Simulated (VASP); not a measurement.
# SiO2 (Fmmm) in VASP: single point with LDA

Aim: the single point of SiO2 with LDA.

Everything below comes from runs of VASP 6.6.1. Logs are shortened: lines on timing, memory, paths and dates and some standing lists are left out, and cuts for length are marked.

## Step 1: The cell of the first run

The structure is orthorhombic, space group Fmmm (No. 69). The conventional cell has a = 5.319 Å, b = 12.293 Å, c = 12.854 Å, α = 90.00°, β = 90.00°, γ = 90.00°. Si (site symmetry m2m) has 4 O at 1.60 to 1.61 Å within 2.1 Å. Si (site symmetry mm2) has 4 O at 1.61 Å within 2.1 Å. O (site symmetry 2/m) has 2 Si at 1.60 Å within 2.1 Å. Within 2.1 Å of O (site symmetry 2/m) lie 2 Si at 1.61 Å. Within 2.1 Å of O (site symmetry m) lie 2 Si at 1.61 Å.

## Step 2: Single point, LDA

Contents of INCAR:

```
  PREC = Accurate
  ENCUT = 520
  EDIFF = 1E-6
  ISMEAR = 0
  SIGMA = 0.02
  LREAL = F
  LASPH = T
  NELM = 80
  ALGO = Normal
  ISIF = 2
  LWAVE = F
  LCHARG = F
  GGA = CA
  NBANDS = 44
```

Contents of KPOINTS:

```
regular mesh
0
Gamma
  6 6 6
```

Contents of POSCAR:

```
SiO2
1.0
   -4.5444362835      4.5444362835      2.6595094650
    4.5444362835     -4.5444362835      2.6595094650
    4.3461376008      4.3461376008     -2.6595094650
Si O
4 8
Direct
    0.1772359037      0.1772359037      0.3544718075
    0.8212642412      0.1787357588      0.0000000000
    0.1787357588      0.8212642412      0.0000000000
    0.8227640963      0.8227640963      0.6455281925
    0.5000000000      0.5000000000      0.5000000000
    0.0000000000      0.5000000000      0.0000000000
    0.5000000000      0.0000000000      0.0000000000
    0.0000000000      0.0000000000      0.5000000000
    0.0007590171      0.2099090195      0.2106680366
    0.7900909805     -0.0007590171      0.7893319634
    0.2099090195      0.0007590171      0.2106680366
   -0.0007590171      0.7900909805      0.7893319634
```

Potentials or basis: VASP PAW LDA potentials, release 64 (Si, O).

Launch:

```bash
cat potpaw_LDA.64/Si/POTCAR potpaw_LDA.64/O/POTCAR > POTCAR
mpirun -np 1 vasp_std > vasp.out
```

OUTCAR:

```text
PREC = Accurate
   ENCUT = 520
   EDIFF = 1E-6
   ISMEAR = 0
   LREAL = F
   LASPH = T
   NELM = 80
   ISIF = 2
   GGA = CA

 ion  position               nearest neighbor table
   1  0.177  0.177  0.354-   8 1.60   5 1.60   9 1.61  11 1.61
   2  0.821  0.179  0.000-   9 1.61  10 1.61   6 1.61   7 1.61
   3  0.179  0.821  0.000-  11 1.61  12 1.61   6 1.61   7 1.61
   4  0.823  0.823  0.646-   8 1.60   5 1.60  10 1.61  12 1.61
   5  0.500  0.500  0.500-   1 1.60   4 1.60
   6  0.000  0.500  0.000-   2 1.61   3 1.61
   7  0.500  0.000  0.000-   2 1.61   3 1.61
   8  0.000  0.000  0.500-   1 1.60   4 1.60
   9  0.001  0.210  0.211-   2 1.61   1 1.61
  10  0.790  0.999  0.789-   2 1.61   4 1.61
  11  0.210  0.001  0.211-   3 1.61   1 1.61
  12  0.999  0.790  0.789-   3 1.61   4 1.61

  LATTYP: Found a face centered orthorhombic cell.
 ALAT       =     5.3190189300
 B/A-ratio  =     2.3110903796
 C/A-ratio  =     2.4165371509

  Lattice vectors:

 A1 = (  -0.1982986827,   8.8905738843,   0.0000000000)
 A2 = (  -4.5444362835,   4.5444362835,   2.6595094650)
 A3 = (   4.3461376008,   4.3461376008,   2.6595094650)

Analysis of symmetry for initial positions (statically):
=====================================================================
 Subroutine PRICEL returns:
 Original cell was already a primitive cell.

 Routine SETGRP: Setting up the symmetry group for a
 face centered orthorhombic supercell.

 Subroutine GETGRP returns: Found  8 space group operations
 (whereof  8 operations were pure point group operations)
 out of a pool of  8 trial point group operations.

The static configuration has the point symmetry D_2h.

Analysis of symmetry for dynamics (positions and initial velocities):
=====================================================================
 Subroutine PRICEL returns:
 Original cell was already a primitive cell.

 Routine SETGRP: Setting up the symmetry group for a
 face centered orthorhombic supercell.

 Subroutine GETGRP returns: Found  8 space group operations
 (whereof  8 operations were pure point group operations)
 out of a pool of  8 trial point group operations.

The dynamic configuration has the point symmetry D_2h.

 Subroutine INISYM returns: Found  8 space group operations
 (whereof  8 operations are pure point group operations),
 and found     1 'primitive' translations

----------------------------------------------------------------------------------------

                                     Primitive cell

  volume of cell :     210.1092

  direct lattice vectors                    reciprocal lattice vectors
    -4.544436283  4.544436283  2.659509465     0.002510015  0.112534663  0.188004595
     4.544436283 -4.544436283  2.659509465     0.112534663  0.002510015  0.188004595
     4.346137601  4.346137601 -2.659509465     0.115044678  0.115044678  0.000000000

  length of vectors
     6.955342757  6.955342757  6.697075084     0.219125713  0.219125713  0.162697744

  position of ions in fractional coordinates (direct lattice)
     0.177235904  0.177235904  0.354471807
     0.821264241  0.178735759  0.000000000
     0.178735759  0.821264241  0.000000000
     0.822764096  0.822764096  0.645528193
     0.500000000  0.500000000  0.500000000
     1.000000000  0.500000000  0.000000000
     0.500000000  1.000000000  0.000000000
     0.000000000  0.000000000  0.500000000
     0.000759017  0.209909020  0.210668037
     0.790090980  0.999240983  0.789331963
     0.209909020  0.000759017  0.210668037
     0.999240983  0.790090980  0.789331963

  ion indices of the primitive-cell ions
   primitive index   ion index
                 1           1
                 2           2
                 3           3
                 4           4
                 5           5
                 6           6
                 7           7
                 8           8
                 9           9
                10          10
                11          11
                12          12

----------------------------------------------------------------------------------------

 KPOINTS: regular mesh

Automatic generation of k-mesh.
 Grid dimensions read from file:
 generate k-points for:    6    6    6

 Generating k-lattice:

  Cartesian coordinates                     Fractional coordinates (reciprocal lattice)
     0.000418336  0.018755777  0.031334099     0.166666667 -0.000000000  0.000000000
     0.018755777  0.000418336  0.031334099    -0.000000000  0.166666667  0.000000000
     0.019174113  0.019174113  0.000000000     0.000000000  0.000000000  0.166666667

  Length of vectors
     0.036520952  0.036520952  0.027116291

  Shift w.r.t. Gamma in fractional coordinates (k-lattice)
     0.000000000  0.000000000  0.000000000

 Subroutine IBZKPT returns following result:
 ===========================================

 Found     46 irreducible k-points:

 Following reciprocal coordinates:
            Coordinates               Weight
  0.000000  0.000000  0.000000      1.000000
  0.166667  0.000000 -0.000000      8.000000
  0.333333  0.000000  0.000000      8.000000
  0.500000  0.000000  0.000000      4.000000
  0.166667  0.166667  0.000000      4.000000
  0.333333  0.166667  0.000000      8.000000
[... 16 lines left out ...]
  0.333333  0.333333  0.166667      2.000000
 -0.333333  0.333333  0.166667      4.000000
 [... further k-points ...]
   k-points           NKPTS =     46   k-points in BZ     NKDIM =     46   number of bands    NBANDS=     44
   number of dos      NEDOS =    301   number of ions     NIONS =     12
   total plane-waves  NPLWV = 145800
   dimension x,y,z NGX =    54 NGY =   54 NGZ =   50
   dimension x,y,z NGXF=   108 NGYF=  108 NGZF=  100
   ions per type =               4   8
   NGX,Y,Z   is equivalent  to a cutoff of  12.91, 12.91, 12.41 a.u.
   NGXF,Y,Z  is equivalent  to a cutoff of  25.81, 25.81, 24.82 a.u.
 SYSTEM =  unknown system
   PREC   = accura    normal or accurate (medium, high low for compatibility)
   ISTART =      0    job   : 0-new  1-cont  2-samecut
   ICHARG =      2    charge: 1-file 2-atom 10-const
   ISPIN  =      1    spin polarized calculation?
   LNONCOLLINEAR =      F non collinear calculations
   LSORBIT =      F    spin-orbit coupling
   LASPH  =      T    aspherical Exc in radial PAW
   ENCUT  =  520.0 eV  38.22 Ry    6.18 a.u.  12.93 12.93 12.45*2*pi/ulx,y,z
   NELM   =     80;   NELMIN=  2; NELMDL= -5     # of ELM steps
   EDIFF  = 0.1E-05   stopping-criterion for ELM
   LREAL  =      F    real-space projection
   EDIFFG = 0.1E-04   stopping-criterion for IOM
   NSW    =      0    number of steps for IOM
   IBRION =     -1    ionic relax: 0-MD 1-quasi-New 2-CG
   NFREE  =      0    steps in history (QN), initial steepest desc. (CG)
   ISIF   =      2    stress and relaxation
   ISYM   =      2    0-nonsym 1-usesym 2-fastsym
   POTIM  = 0.5000    time-step for ionic-motion
   TEBEG  =    0.0;   TEEND  =   0.0 temperature during run
   PSTRESS=    0.0 pullay stress
   NELECT =      64.0000    total number of electrons
   NUPDOWN=      -1.0000    fix difference up-down
   EMIN   =  10.00;   EMAX   =-10.00  energy-range for DOS
   EFERMI =   0.00;   METHOD = LEGACY
   ISMEAR =     0;   SIGMA  =   0.02  broadening in eV -4-tet -1-fermi 0-gaus
   EFERMI_NEDOS =   21; number of points for ismear=-14 and -15
   IALGO  =     38    algorithm
   IMIX   =      4    mixing-type and parameters
     AMIX     =   0.40;   BMIX     =  1.00
     AMIX_MAG =   1.60;   BMIX_MAG =  1.00
  volume/ion in A,a.u.               =      17.51       118.16
  Fermi-wavevector in a.u.,A,eV,Ry     =   1.101505  2.081543 16.508130  1.213313
  Thomas-Fermi vector in A             =   2.237933
   LORBIT       =      0    0 simple, 1 ext, 2 COOP (PROOUT), +10 PAW based schemes
   GGA     = CA    functional components
   LHFCALC =     F    Hartree Fock is set to
   AEXX    =    0.0000 exact exchange contribution
   IVDW    =     0    specifies the selected vdW correction
   LEPSILON=     F    determine dielectric tensor
   LRPA    =     F    only Hartree local field effects (RPA)
 non-spin polarized calculation
 Gauss-broadening in eV      SIGMA  =   0.02
  energy-cutoff  :      520.00
  volume of cell :      210.11
 maximum number of plane-waves:      5680
 NGX is ok and might be reduce to    54
   NGX = 25   NGY = 25   NGZ = 25

 number of electron      63.9999981 magnetization

 Free energy of the ion-electron system (eV)
  ---------------------------------------------------
  ext. energy  EPLUGINS =         0.00000000
  ---------------------------------------------------
  free energy    TOTEN  =      -103.53741610 eV

  energy without entropy =     -103.53741610  energy(sigma->0) =     -103.53741610

 E-fermi :  -1.1733     XC(G=0):  -7.7891

 val. band max:       -1.3142692666   @ k =   0.0000   0.0000   0.0000
 cond. band min:       3.9367485820   @ k =   0.0000   0.0000   0.0000
 fundamental gap:      5.2510178487
 Fermi energy:        -1.1732500379

 k-point     1 :       0.0000    0.0000    0.0000
  band No.  band energies     occupation
      1     -20.5378      2.00000
      2     -19.6185      2.00000
      3     -19.1569      2.00000
      4     -19.0512      2.00000
      5     -18.4851      2.00000
      6     -18.4785      2.00000
[... 36 lines left out ...]
     43       9.4135      0.00000
     44       9.5591      0.00000

 k-point     2 :       0.1667    0.0000   -0.0000
  band No.  band energies     occupation
      1     -20.4706      2.00000
      2     -19.6266      2.00000
      3     -19.2223      2.00000
      4     -19.0937      2.00000
      5     -18.4891      2.00000
      6     -18.4641      2.00000
[... 1026 lines left out ...]
 k-point    24 :      -0.3333    0.3333    0.1667
  band No.  band energies     occupation
      1     -20.3718      2.00000
      2     -19.9699      2.00000
      3     -19.2664      2.00000
      4     -18.7063      2.00000
      5     -18.4885      2.00000
      6     -18.4753      2.00000
[... 36 lines left out ...]
     43       8.8697      0.00000
     44       9.7288      0.00000

 [... further k-points ...]

------------------------ aborting loop because EDIFF is reached ----------------------------------------

  FORCE on cell =-STRESS in cart. coord.  units (eV):
  Direction    XX          YY          ZZ          XY          YZ          ZX
  --------------------------------------------------------------------------------------
  -------------------------------------------------------------------------------------
  Total       -1.6173231     -1.6173231     -5.0308250      2.1484500      0.0000000      0.0000000
  in kB      -12.3328191    -12.3328191    -38.3623119     16.3829008      0.0000000      0.0000000
  external PRESSURE =     -21.0093167 kB  Pullay stress =       0.0000000 kB

 VOLUME and BASIS-vectors are now :
 -----------------------------------------------------------------------------
  energy-cutoff  :      520.00
  volume of cell :      210.11
      direct lattice vectors                 reciprocal lattice vectors
    -4.544436283  4.544436283  2.659509465     0.002510015  0.112534663  0.188004595
     4.544436283 -4.544436283  2.659509465     0.112534663  0.002510015  0.188004595
     4.346137601  4.346137601 -2.659509465     0.115044678  0.115044678  0.000000000

 POSITION                                       TOTAL-FORCE (eV/Angst)
 -----------------------------------------------------------------------------------
      1.54058      1.54058     -0.00000         0.020597      0.020597      0.000000
     -2.91993      2.91993      2.65951         0.026194     -0.026194     -0.000000
      2.91993     -2.91993      2.65951        -0.026194      0.026194      0.000000
      2.80555      2.80555      2.65951        -0.020597     -0.020597     -0.000000
      2.17307      2.17307      1.32975         0.000000     -0.000000     -0.000000
      2.27222     -2.27222      1.32975         0.000000     -0.000000     -0.000000
     -2.27222      2.27222      1.32975         0.000000     -0.000000     -0.000000
      2.17307      2.17307     -1.32975         0.000000     -0.000000     -0.000000
      1.86606     -0.03488      0.00000         0.004812      0.001534     -0.000000
      4.38101      2.48008      2.65951        -0.001534     -0.004812      0.000000
     -0.03488      1.86606      0.00000         0.001534      0.004812      0.000000
      2.48008      4.38101      2.65951        -0.004812     -0.001534     -0.000000
 -----------------------------------------------------------------------------------
    total drift:                               -0.000000      0.000000     -0.000000

  FREE ENERGIE OF THE ION-ELECTRON SYSTEM (eV)
  ---------------------------------------------------
  free  energy   TOTEN  =      -103.5374161016 eV

  energy  without entropy=     -103.5374161016  energy(sigma->0) =     -103.53741610
```

Run time: 10 min. Hardware: 1 thread of Oxide Virtual Turin-like, shared host; peak memory 0.43 GiB.

Results:

```
Free energy            : -103.5374 eV
Pressure               : -2.1 GPa
Largest force          : 0.037 eV/Å
Band gap on the k mesh : 5.25 eV
```

Forces in eV/Å, atoms in the order of the input:
```
Si   0.021  0.021  0.000
Si   0.026 -0.026  0.000
Si  -0.026  0.026  0.000
Si  -0.021 -0.021  0.000
O    0.000  0.000  0.000
O    0.000  0.000  0.000
O    0.000  0.000  0.000
O    0.000  0.000  0.000
O    0.005  0.002  0.000
O   -0.002 -0.005  0.000
O    0.002  0.005  0.000
O   -0.005 -0.002  0.000
```

Levels at points of the mesh, in eV from the valence-band top:
```csv
k point,band 29,band 30,band 31,band 32,band 33,band 34,band 35,band 36
"(0.00, 0.00, 0.00)",-0.84,-0.83,-0.09,0.00,5.25,7.94,8.22,8.68
"(0.50, 0.00, 0.00)",-1.12,-0.77,-0.58,-0.24,7.44,7.53,8.45,8.73
"(0.50, 0.50, 0.00)",-0.49,-0.44,-0.40,-0.35,6.41,6.66,8.34,8.36
"(0.00, 0.00, 0.50)",-0.53,-0.50,-0.32,-0.31,6.36,6.86,8.16,8.80
"(0.50, 0.50, 0.50)",-1.10,-0.16,-0.05,-0.04,7.28,7.46,7.46,7.92
```

A k mesh can miss the band edges.
